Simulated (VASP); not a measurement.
# Li (P6_3/mmc) in VASP: further runs

Li is run at these levels: PBEsol; tasks: single point.

All numbers are computed with VASP 6.6.1; they aren't measurements. Logs are shortened: lines on timing, memory, paths and dates and some standing lists are left out, and cuts for length are marked.

### 1 The cell of the first run

The structure is hexagonal, space group P6_3/mmc (No. 194). The conventional cell has a = 2.987 Å, b = 2.987 Å, c = 4.889 Å, α = 90.00°, β = 90.00°, γ = 120.00°. Li (site symmetry -6m2) has 12 Li at 2.99 Å within 3.9 Å.

This isn't the form of Li at room conditions, which is bcc.

### 2 Single point, PBEsol (strain -0.040 along x and y, -0.040 along z)

Input file INCAR:

```
ALGO     = Fast           # electronic algorithm
EDIFF    = 1E-7           # SCF threshold, eV
ENCUT    = 520            # plane-wave cutoff, eV
GGA      = PS             # functional
ISIF     = 2              # what is computed and relaxed
ISMEAR   = 0              # smearing method
LASPH    = T              # aspherical terms in the spheres
LCHARG   = F              # write CHGCAR
LREAL    = F              # projectors in reciprocal space
LWAVE    = F              # write WAVECAR
NBANDS   = 10             # bands
NELM     = 100            # most SCF steps
PREC     = Accurate       # precision mode
SIGMA    = 0.15           # smearing width, eV
```

Input file KPOINTS:

```
k-points
0
Gamma
  18 18 10
```

Input file POSCAR:

```
Li
1.0
    2.9865620655      0.0000000000      0.0000000000
   -1.4932810328      2.5864386187      0.0000000000
    0.0000000000      0.0000000000      4.8892800000
Li
2
Direct
    0.3333333333      0.6666666667      0.2500000000
    0.6666666667      0.3333333333      0.7500000000
```

Potentials or basis: VASP PAW PBE potentials, release 64 (Li_sv).

On the command line:

```console
cat potpaw_PBE.64/Li_sv/POTCAR > POTCAR
mpirun -np 1 vasp_std > vasp.out
```

OUTCAR:

```text
EDIFF = 1E-7
   ENCUT = 520
   GGA = PS
   ISIF = 2
   ISMEAR = 0
   LASPH = T
   LREAL = F
   NELM = 100
   PREC = Accurate

 ion  position               nearest neighbor table
   1  0.333  0.667  0.250-
   2  0.667  0.333  0.750-

  LATTYP: Found a hexagonal cell.
 ALAT       =     2.9865620655
 C/A-ratio  =     1.6370930497

  Lattice vectors:

 A1 = (   2.9865620655,   0.0000000000,   0.0000000000)
 A2 = (  -1.4932810328,   2.5864386187,   0.0000000000)
 A3 = (   0.0000000000,   0.0000000000,   4.8892800000)

Analysis of symmetry for initial positions (statically):
=====================================================================
 Subroutine PRICEL returns:
 Original cell was already a primitive cell.

 Routine SETGRP: Setting up the symmetry group for a
 hexagonal supercell.

 Subroutine GETGRP returns: Found 24 space group operations
 (whereof 12 operations were pure point group operations)
 out of a pool of 24 trial point group operations.

The static configuration has the point symmetry D_3d.
 The point group associated with its full space group is D_6h.

Analysis of symmetry for dynamics (positions and initial velocities):
=====================================================================
 Subroutine PRICEL returns:
 Original cell was already a primitive cell.

 Routine SETGRP: Setting up the symmetry group for a
 hexagonal supercell.

 Subroutine GETGRP returns: Found 24 space group operations
 (whereof 12 operations were pure point group operations)
 out of a pool of 24 trial point group operations.

The dynamic configuration has the point symmetry D_3d.
 The point group associated with its full space group is D_6h.

 Subroutine INISYM returns: Found 24 space group operations
 (whereof 12 operations are pure point group operations),
 and found     1 'primitive' translations

----------------------------------------------------------------------------------------

                                     Primitive cell

  volume of cell :      37.7675

  direct lattice vectors                    reciprocal lattice vectors
     2.986562065  0.000000000  0.000000000     0.334833155  0.193316012  0.000000000
    -1.493281033  2.586438619  0.000000000     0.000000000  0.386632025  0.000000000
     0.000000000  0.000000000  4.889280000     0.000000000  0.000000000  0.204529092

  length of vectors
     2.986562065  2.986562066  4.889280000     0.386632025  0.386632025  0.204529092

  position of ions in fractional coordinates (direct lattice)
     0.333333333  0.666666667  0.250000000
     0.666666667  0.333333333  0.750000000

  ion indices of the primitive-cell ions
   primitive index   ion index
                 1           1
                 2           2

----------------------------------------------------------------------------------------

 KPOINTS: k-points

Automatic generation of k-mesh.
 Grid dimensions read from file:
 generate k-points for:   18   18   10

 Generating k-lattice:

  Cartesian coordinates                     Fractional coordinates (reciprocal lattice)
     0.018601842  0.010739778  0.000000000     0.055555556  0.000000000  0.000000000
     0.000000000  0.021479557  0.000000000     0.000000000  0.055555556  0.000000000
     0.000000000  0.000000000  0.020452909     0.000000000  0.000000000  0.100000000

  Length of vectors
     0.021479557  0.021479557  0.020452909

  Shift w.r.t. Gamma in fractional coordinates (k-lattice)
     0.000000000  0.000000000  0.000000000

 Subroutine IBZKPT returns following result:
 ===========================================

 Found    222 irreducible k-points:

 Following reciprocal coordinates:
            Coordinates               Weight
  0.000000  0.000000  0.000000      1.000000
  0.055556  0.000000  0.000000      6.000000
  0.111111  0.000000  0.000000      6.000000
  0.166667  0.000000  0.000000      6.000000
  0.222222  0.000000  0.000000      6.000000
  0.277778  0.000000  0.000000      6.000000
[... 16 lines left out ...]
  0.333333  0.111111  0.000000     12.000000
  0.388889  0.111111  0.000000     12.000000
 [... further k-points ...]
   k-points           NKPTS =    222   k-points in BZ     NKDIM =    222   number of bands    NBANDS=     10
   number of dos      NEDOS =    301   number of ions     NIONS =      2
   total plane-waves  NPLWV =  20736
   dimension x,y,z NGX =    24 NGY =   24 NGZ =   36
   dimension x,y,z NGXF=    48 NGYF=   48 NGZF=   72
   ions per type =               2
   NGX,Y,Z   is equivalent  to a cutoff of  13.36, 13.36, 12.24 a.u.
   NGXF,Y,Z  is equivalent  to a cutoff of  26.72, 26.72, 24.48 a.u.
 SYSTEM =  unknown system
   PREC   = accura    normal or accurate (medium, high low for compatibility)
   ISTART =      0    job   : 0-new  1-cont  2-samecut
   ICHARG =      2    charge: 1-file 2-atom 10-const
   ISPIN  =      1    spin polarized calculation?
   LNONCOLLINEAR =      F non collinear calculations
   LSORBIT =      F    spin-orbit coupling
   LASPH  =      T    aspherical Exc in radial PAW
   ENCUT  =  520.0 eV  38.22 Ry    6.18 a.u.   5.55  5.55  9.09*2*pi/ulx,y,z
   NELM   =    100;   NELMIN=  2; NELMDL= -5     # of ELM steps
   EDIFF  = 0.1E-06   stopping-criterion for ELM
   LREAL  =      F    real-space projection
   EDIFFG = 0.1E-05   stopping-criterion for IOM
   NSW    =      0    number of steps for IOM
   IBRION =     -1    ionic relax: 0-MD 1-quasi-New 2-CG
   NFREE  =      0    steps in history (QN), initial steepest desc. (CG)
   ISIF   =      2    stress and relaxation
   ISYM   =      2    0-nonsym 1-usesym 2-fastsym
   POTIM  = 0.5000    time-step for ionic-motion
   TEBEG  =    0.0;   TEEND  =   0.0 temperature during run
   PSTRESS=    0.0 pullay stress
   NELECT =       6.0000    total number of electrons
   NUPDOWN=      -1.0000    fix difference up-down
   EMIN   =  10.00;   EMAX   =-10.00  energy-range for DOS
   EFERMI =   0.00;   METHOD = LEGACY
   ISMEAR =     0;   SIGMA  =   0.15  broadening in eV -4-tet -1-fermi 0-gaus
   EFERMI_NEDOS =   21; number of points for ismear=-14 and -15
   IALGO  =     68    algorithm
   IMIX   =      4    mixing-type and parameters
     AMIX     =   0.40;   BMIX     =  1.00
     AMIX_MAG =   1.60;   BMIX_MAG =  1.00
  volume/ion in A,a.u.               =      18.88       127.43
  Fermi-wavevector in a.u.,A,eV,Ry     =   0.886650  1.675526 10.696203  0.786149
  Thomas-Fermi vector in A             =   2.007845
   LORBIT       =      0    0 simple, 1 ext, 2 COOP (PROOUT), +10 PAW based schemes
   GGA     = PS    functional components
   LHFCALC =     F    Hartree Fock is set to
   AEXX    =    0.0000 exact exchange contribution
   IVDW    =     0    specifies the selected vdW correction
   LEPSILON=     F    determine dielectric tensor
   LRPA    =     F    only Hartree local field effects (RPA)
 non-spin polarized calculation
 RMM-DIIS sequential band-by-band and
 Gauss-broadening in eV      SIGMA  =   0.15
  energy-cutoff  :      520.00
  volume of cell :       37.77
 maximum number of plane-waves:      1039
 NGX is ok and might be reduce to    24
   NGX = 11   NGY = 11   NGZ = 19

 number of electron       6.0000006 magnetization

 Free energy of the ion-electron system (eV)
  ---------------------------------------------------
  ext. energy  EPLUGINS =         0.00000000
  ---------------------------------------------------
  free energy    TOTEN  =        -3.93141915 eV

  energy without entropy =       -3.92092760  energy(sigma->0) =       -3.92617338

 E-fermi :   0.8280     XC(G=0):  -7.1929

 val. band max:        0.8223246234   @ k =   0.1667   0.1667   0.3000
 cond. band min:       0.8335295279   @ k =   0.0556   0.0000   0.0000
 fundamental gap:      0.0112049045
 Fermi energy:         0.8279974968

 k-point     1 :       0.0000    0.0000    0.0000
  band No.  band energies     occupation
      1     -44.9651      2.00000
      2     -44.9398      2.00000
      3      -2.8151      2.00000
      4       0.7654      1.44488
      5       3.9816      0.00000
      6      13.9529      0.00000
      7      13.9529      0.00000
      8      15.4069      0.00000
      9      15.4070      0.00000
     10      16.0128      0.00000

 k-point     2 :       0.0556    0.0000    0.0000
  band No.  band energies     occupation
      1     -44.9644      2.00000
      2     -44.9395      2.00000
      3      -2.7648      2.00000
      4       0.8335      0.95840
      5       3.9977      0.00000
      6      13.3526      0.00000
      7      13.5150      0.00000
      8      15.4022      0.00000
      9      15.7069      0.00000
     10      15.9637      0.00000

 k-point     3 :       0.1111    0.0000    0.0000
  band No.  band energies     occupation
      1     -44.9624      2.00000
      2     -44.9386      2.00000
      3      -2.6140      2.00000
      4       1.0378      0.04795
      5       4.0434      0.00000
      6      12.0424      0.00000
      7      12.7454      0.00000
      8      15.3736      0.00000
      9      15.7286      0.00000
     10      15.9516      0.00000

 k-point     4 :       0.1667    0.0000    0.0000
  band No.  band energies     occupation
      1     -44.9593      2.00000
      2     -44.9372      2.00000
      3      -2.3624      2.00000
      4       1.3778      0.00000
      5       4.1082      0.00000
      6      10.5681      0.00000
      7      11.9830      0.00000
      8      15.0177      0.00000
      9      15.2377      0.00000
     10      15.7679      0.00000
[... 222 lines left out ...]
 k-point    22 :       0.2778    0.1111    0.0000
  band No.  band energies     occupation
      1     -44.9457      2.00000
      2     -44.9322      2.00000
      3      -0.8500      2.00000
      4       3.4039      0.00000
      5       3.9776      0.00000
      6       6.9249      0.00000
      7       8.9422      0.00000
      8      10.6964      0.00000
      9      12.2569      0.00000
     10      14.0069      0.00000

 k-point    23 :       0.3333    0.1111    0.0000
  band No.  band energies     occupation
      1     -44.9422      2.00000
      2     -44.9316      2.00000
      3      -0.2090      2.00000
      4       3.3811      0.00000
      5       4.2663      0.00000
      6       6.6823      0.00000
      7       8.3665      0.00000
      8       9.2333      0.00000
      9      11.5863      0.00000
     10      13.8169      0.00000

 k-point    24 :       0.3889    0.1111    0.0000
  band No.  band energies     occupation
      1     -44.9396      2.00000
      2     -44.9314      2.00000
      3       0.4780      1.99903
      4       2.6006      0.00000
      5       5.2204      0.00000
      6       6.8555      0.00000
      7       7.8177      0.00000
      8       7.9071      0.00000
      9      11.1757      0.00000
     10      13.6330      0.00000

 [... further k-points ...]

------------------------ aborting loop because EDIFF is reached ----------------------------------------

  FORCE on cell =-STRESS in cart. coord.  units (eV):
  Direction    XX          YY          ZZ          XY          YZ          ZX
  --------------------------------------------------------------------------------------
  -------------------------------------------------------------------------------------
  Total        0.2136847      0.2136847      0.2345523     -0.0000000      0.0000000      0.0000000
  in kB        9.0649473      9.0649473      9.9501956     -0.0000000      0.0000000      0.0000000
  external PRESSURE =       9.3600301 kB  Pullay stress =       0.0000000 kB

 VOLUME and BASIS-vectors are now :
 -----------------------------------------------------------------------------
  energy-cutoff  :      520.00
  volume of cell :       37.77
      direct lattice vectors                 reciprocal lattice vectors
     2.986562065  0.000000000  0.000000000     0.334833155  0.193316012  0.000000000
    -1.493281033  2.586438619  0.000000000     0.000000000  0.386632025  0.000000000
     0.000000000  0.000000000  4.889280000     0.000000000  0.000000000  0.204529092

 POSITION                                       TOTAL-FORCE (eV/Angst)
 -----------------------------------------------------------------------------------
     -0.00000      1.72429      1.22232         0.000000      0.000000      0.000000
      1.49328      0.86215      3.66696        -0.000000     -0.000000      0.000000
 -----------------------------------------------------------------------------------
    total drift:                               -0.000000      0.000000     -0.000000

  FREE ENERGIE OF THE ION-ELECTRON SYSTEM (eV)
  ---------------------------------------------------
  free  energy   TOTEN  =        -3.9314191534 eV

  energy  without entropy=       -3.9209276012  energy(sigma->0) =       -3.92617338
```

It took 67 s on 1 thread of AMD EPYC 9R45 (Zen 5), shared host; peak memory 0.15 GiB.

What came out:

```yaml
Free_energy: -3.9314 eV
Band_gap_on_the_k_mesh: zero (bands 3 and 4 overlap by 4.77 eV)
```

Caveat: the cell differs from its parent crystal (strain -0.040 along x and y, -0.040 along z); the cutoff is under 1.25 times the usual one of these potentials, so pressure, stress and relaxed cells hold a basis-set (Pulay) error; the PAW data sets were made with another functional, which shifts forces and pressure a little.

(Continued in part 2 of 2.)

The gap in the log of VASP goes by the Fermi energy; the results here count the filled bands.